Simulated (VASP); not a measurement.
# Hf (P6_3/mmc) in VASP: further runs, part 2 of 2

VASP 6.6.1. The steps go on from the part before.

**3. Relaxation of shape and atoms at fixed volume, PBE (23.89 Å³/atom)**

This run uses another cell than the first one, of 23.89 Å³/atom.

INCAR

```
ALGO = Fast ; EDIFF = 1E-7
EDIFFG = -0.01 ; ENCUT = 600
GGA = PE ; IBRION = 2
ISIF = 4 ; ISMEAR = 0
LASPH = True ; LCHARG = False
LREAL = False ; LWAVE = False
NELM = 60 ; NSW = 50
PREC = Accurate ; SIGMA = 0.1
```

KPOINTS

```
k-points
0
Gamma
  18 18 8
```

POSCAR

```
Hf
1.0
    3.2671214005      0.0000000000      0.0000000000
   -1.6335607002      2.8294101301      0.0000000000
    0.0000000000      0.0000000000      5.1680072336
Hf
2
Direct
    0.3333333333      0.6666666667      0.2500000000
    0.6666666667      0.3333333333      0.7500000000
```

Potentials or basis: VASP PAW PBE potentials, release 64 (Hf_pv).

Started as:

```console
$ cat potpaw_PBE.64/Hf_pv/POTCAR > POTCAR
$ mpirun -np 1 vasp_std > vasp.out
```

OUTCAR:

```text
EDIFF = 1E-7
   EDIFFG = -0.01
   ENCUT = 600
   GGA = PE
   IBRION = 2
   ISIF = 4
   ISMEAR = 0
   LASPH = True
   LREAL = False
   NELM = 60
   NSW = 50
   PREC = Accurate

 ion  position               nearest neighbor table
   1  0.333  0.667  0.250-   2 3.20   2 3.20   2 3.20   2 3.20   2 3.20   2 3.20
   2  0.667  0.333  0.750-   1 3.20   1 3.20   1 3.20   1 3.20   1 3.20   1 3.20

  LATTYP: Found a hexagonal cell.
 ALAT       =     3.2671214005
 C/A-ratio  =     1.5818228343

  Lattice vectors:

 A1 = (   3.2671214005,   0.0000000000,   0.0000000000)
 A2 = (  -1.6335607002,   2.8294101301,   0.0000000000)
 A3 = (   0.0000000000,   0.0000000000,   5.1680072336)

Analysis of symmetry for initial positions (statically):
=====================================================================
 Subroutine PRICEL returns:
 Original cell was already a primitive cell.

 Routine SETGRP: Setting up the symmetry group for a
 hexagonal supercell.

 Subroutine GETGRP returns: Found 24 space group operations
 (whereof 12 operations were pure point group operations)
 out of a pool of 24 trial point group operations.

The static configuration has the point symmetry D_3d.
 The point group associated with its full space group is D_6h.

Analysis of symmetry for dynamics (positions and initial velocities):
=====================================================================
 Subroutine PRICEL returns:
 Original cell was already a primitive cell.

 Routine SETGRP: Setting up the symmetry group for a
 hexagonal supercell.

 Subroutine GETGRP returns: Found 24 space group operations
 (whereof 12 operations were pure point group operations)
 out of a pool of 24 trial point group operations.

The dynamic configuration has the point symmetry D_3d.
 The point group associated with its full space group is D_6h.

 Subroutine INISYM returns: Found 24 space group operations
 (whereof 12 operations are pure point group operations),
 and found     1 'primitive' translations

[... 178 lines left out ...]

--------------------------------------- Ionic step        2  -------------------------------------------

 number of electron      20.0000000 magnetization

 Free energy of the ion-electron system (eV)
  ---------------------------------------------------
  ext. energy  EPLUGINS =         0.00000000
  ---------------------------------------------------
  free energy    TOTEN  =       -19.79778320 eV

  energy without entropy =      -19.79009115  energy(sigma->0) =      -19.79393717

 E-fermi :   4.4787     XC(G=0): -10.9891

 val. band max:        4.4687745969   @ k =   0.2778   0.2778   0.2500
 cond. band min:       4.4789657794   @ k =   0.0000   0.0000   0.2500
 fundamental gap:      0.0101911824
 Fermi energy:         4.4787217780

 k-point     1 :       0.0000    0.0000    0.0000
  band No.  band energies     occupation
      1     -26.6734      2.00000
      2     -26.0762      2.00000
      3     -26.0762      2.00000
      4     -25.9763      2.00000
      5     -25.9711      2.00000
      6     -25.9711      2.00000
      7      -2.6795      2.00000
      8       0.9673      2.00000
      9       4.9305      0.00000
     10       5.6266      0.00000
     11       5.6266      0.00000
     12       5.9065      0.00000
     13       6.3827      0.00000
     14       6.3828      0.00000
[... 377 lines left out ...]
      1     -26.4946      2.00000
      2     -26.3829      2.00000
      3     -26.3819      2.00000
      4     -26.2367      2.00000
      5     -26.1539      2.00000
      6     -26.0743      2.00000
      7       1.2558      2.00000
      8       2.2920      2.00000
      9       2.5349      2.00000
     10       3.4741      2.00000
     11       5.0647      0.00000
     12       5.3125      0.00000
     13       5.9859      0.00000
     14       9.2133      0.00000

 [... further k-points ...]

------------------------ aborting loop because EDIFF is reached ----------------------------------------

  FORCE on cell =-STRESS in cart. coord.  units (eV):
  Direction    XX          YY          ZZ          XY          YZ          ZX
  --------------------------------------------------------------------------------------
  -------------------------------------------------------------------------------------
  Total       -1.8021448     -1.8021448     -1.8225457     -0.0000000      0.0000000     -0.0000000
  in kB      -60.4388211    -60.4388211    -61.1230074     -0.0000000      0.0000000     -0.0000000
  external PRESSURE =     -60.6668832 kB  Pullay stress =       0.0000000 kB

 VOLUME and BASIS-vectors are now :
 -----------------------------------------------------------------------------
  energy-cutoff  :      600.00
  volume of cell :       47.77
      direct lattice vectors                 reciprocal lattice vectors
     3.269814217 -0.000000000 -0.000000000     0.305827773  0.176569747  0.000000000
    -1.634907108  2.831742177 -0.000000000     0.000000000  0.353139494  0.000000000
     0.000000000  0.000000000  5.159498638     0.000000000  0.000000000  0.193817282

 POSITION                                       TOTAL-FORCE (eV/Angst)
 -----------------------------------------------------------------------------------
     -0.00000      1.88783      1.28987         0.000000     -0.000000      0.000000
      1.63491      0.94391      3.86962        -0.000000      0.000000      0.000000
 -----------------------------------------------------------------------------------
    total drift:                                0.000000     -0.000000      0.000000

  FREE ENERGIE OF THE ION-ELECTRON SYSTEM (eV)
  ---------------------------------------------------
  free  energy   TOTEN  =       -19.7977831962 eV

  energy  without entropy=      -19.7900911522  energy(sigma->0) =      -19.79393717

 reached required accuracy - stopping structural energy minimisation
```

OSZICAR:

```text
N       E                     dE             d eps       ncg     rms          rms(c)
DAV:   1     0.508588250811E+02    0.50859E+02   -0.12560E+04  5196   0.150E+03
[... 18 lines left out ...]
RMM:   2    -0.197978748768E+02    0.28662E-03   -0.28987E-04  5524   0.145E-01    0.541E-02
RMM:   3    -0.197977807453E+02    0.94132E-04   -0.16796E-04  5731   0.853E-02    0.482E-02
RMM:   4    -0.197977828324E+02   -0.20871E-05   -0.51738E-05  6352   0.435E-02    0.161E-02
RMM:   5    -0.197977831690E+02   -0.33662E-06   -0.70481E-06  6333   0.173E-02    0.894E-03
RMM:   6    -0.197977831521E+02    0.16947E-07   -0.11939E-06  4691   0.702E-03    0.128E-02
RMM:   7    -0.197977832763E+02   -0.12428E-06   -0.24247E-07  3694   0.389E-03    0.142E-02
RMM:   8    -0.197977831962E+02    0.80163E-07   -0.15949E-07  3425   0.265E-03
   2 F= -.19797783E+02 E0= -.19793937E+02  d E =-.102113E-03
```

CONTCAR:

```text
Hf
   1.00000000000000
     3.2698142168614872   -0.0000000000024694   -0.0000000000000000
    -1.6349071083828410    2.8317421774763814   -0.0000000000000000
     0.0000000000000000    0.0000000000000000    5.1594986376210112
  Hf
     2
Direct
     0.3333333332999970    0.6666666667000030    0.2500000000000000
     0.6666666667000030    0.3333333332999970    0.7500000000000000

  0.00000000E+00  0.00000000E+00  0.00000000E+00
  0.00000000E+00  0.00000000E+00  0.00000000E+00
```

It took 3 min on 1 thread of Intel Xeon Platinum 8259CL at 2.50GHz (Skylake/Cascade Lake), shared host; peak memory 0.28 GiB.

What came out:

- Free energy: -19.7978 eV
- Energy gained by relaxing: 0.1 meV/atom
- Ionic steps: 2
- Pressure after relaxing: -6.1 GPa
- Band gap on the k mesh: zero (bands 10 and 11 overlap by 1.58 eV)

The path:
| step | energy change (eV) | largest force (eV/Å) | pressure (GPa) | volume (Å³) |
| --- | --- | --- | --- | --- |
| 1 | 0.0000 | 0.0000 | -6.06 | 47.77 |
| 2 | -0.0001 | 0.0000 | -6.07 | 47.77 |

Final structure:
```
CELL_PARAMETERS angstrom
3.26981 0.00000 0.00000
-1.63491 2.83174 0.00000
0.00000 0.00000 5.15950
ATOMIC_POSITIONS crystal
Hf 0.33333 0.66667 0.25000
Hf 0.66667 0.33333 0.75000
```

Caveat: spin-orbit coupling is left out, which moves the levels of the heavy elements.

**4. Relaxation of cell and atoms, PBE**

This run uses another cell than the first one, of 22.38 Å³/atom.

INCAR

```
SYSTEM = Hf
PREC = Accurate
ENCUT = 600
EDIFF = 1E-6
ISMEAR = 0
SIGMA = 0.1
LREAL = .FALSE.
LASPH = .TRUE.
NELM = 80
ALGO = Fast
ISIF = 3
LWAVE = .FALSE.
LCHARG = .FALSE.
GGA = PE
IBRION = 2
NSW = 100
EDIFFG = -0.005
```

KPOINTS

```
regular mesh
0
G
  18 18 8
  0 0 0
```

POSCAR

```
Hf
1.0
    3.1967000000      0.0000000000      0.0000000000
   -1.5983500000      2.7684234083      0.0000000000
    0.0000000000      0.0000000000      5.0578000000
Hf
2
Direct
    0.3333333333      0.6666666667      0.2500000000
    0.6666666667      0.3333333333      0.7500000000
```

Started as:

```console
$ cat potpaw_PBE.64/Hf_pv/POTCAR > POTCAR
$ mpirun -np 1 vasp_std > vasp.out
```

Run time: 2.2 min. Hardware: 1 thread of Intel Xeon 6975P-C (Granite Rapids), shared host; peak memory 0.28 GiB.

It converged, with:

- Free energy: -19.8547 eV
- Relaxed volume: 22.44 Å³/atom
- Relaxed cell: a = 3.200 Å, b = 3.200 Å, c = 5.060 Å, α = 90.00°, β = 90.00°, γ = 120.00°
- Space group after relaxing (to 0.1 Å): P6_3/mmc (No. 194)
- Energy gained by relaxing: 0.1 meV/atom
- Ionic steps: 5
- Pressure after relaxing: 0.0 GPa
- Band gap on the k mesh: zero (bands 10 and 11 overlap by 1.59 eV)

The path:
```tsv
step	energy change (eV)	largest force (eV/Å)	pressure (GPa)	volume (Å³)
1	0.0000	0.0000	0.30	44.76
2	0.0000	0.0000	-0.37	45.04
3	-0.0001	0.0000	-0.01	44.89
4	-0.0001	0.0000	0.00	44.88
5	-0.0001	0.0000	0.01	44.88
```

Final structure:
```yaml
crystal:
  lattice:
    - [3.20044, 0.00000, 0.00000]
    - [-1.60022, 2.77166, 0.00000]
    - [0.00000, 0.00000, 5.05979]
  atoms:
    - { symbol: Hf, position: [0.33333, 0.66667, 0.25000] }
    - { symbol: Hf, position: [0.66667, 0.33333, 0.75000] }
```

Levels at points of the mesh, in eV from the Fermi level:
| k point | band 6 | band 7 | band 8 | band 9 | band 10 | band 11 | band 12 | band 13 | band 14 |
| --- | --- | --- | --- | --- | --- | --- | --- | --- | --- |
| (0.00, 0.00, 0.00) | -30.23 | -7.38 | -3.71 | 0.62 | 1.17 | 1.17 | 1.45 | 1.99 | 1.99 |
| (0.50, 0.00, 0.00) | -30.32 | -3.36 | -2.75 | -2.23 | -0.82 | 0.78 | 0.86 | 1.67 | 5.85 |
| (0.00, 0.00, 0.50) | -30.29 | -5.41 | -5.41 | 0.14 | 0.14 | 1.06 | 1.06 | 1.06 | 1.06 |
| (0.50, 0.00, 0.50) | -30.42 | -3.41 | -3.41 | -0.99 | -0.99 | 1.15 | 1.15 | 2.63 | 2.63 |

Caveat: spin-orbit coupling is left out, which moves the levels of the heavy elements.

**5. The runs side by side**

| task | cell | gap on the mesh (eV) | pressure (GPa) |
| --- | --- | --- | --- |
| relaxation of shape and atoms at fixed volume | relaxed from a = 3.236, b = 3.236, c = 5.119 Å, angles 90.0, 90.0, 120.0°, 2 atoms | none | -3.4 |
| relaxation of shape and atoms at fixed volume | relaxed from a = 3.267, b = 3.267, c = 5.168 Å, angles 90.0, 90.0, 120.0°, 2 atoms | none | -6.1 |
| relaxation of cell and atoms | relaxed from a = 3.197, b = 3.197, c = 5.058 Å, angles 90.0, 90.0, 120.0°, 2 atoms | none | 0.0 |

Alike in all rows: level PBE; potentials or basis VASP PAW PBE potentials, release 64 (Hf_pv); no spin polarisation; k mesh 18 × 18 × 8; cutoff (eV) 600; smearing gaussian 0.1 eV.

Caveats: spin-orbit coupling is left out, which moves the levels of the heavy elements.

Absolute energies hang on the potentials; compare differences alone.
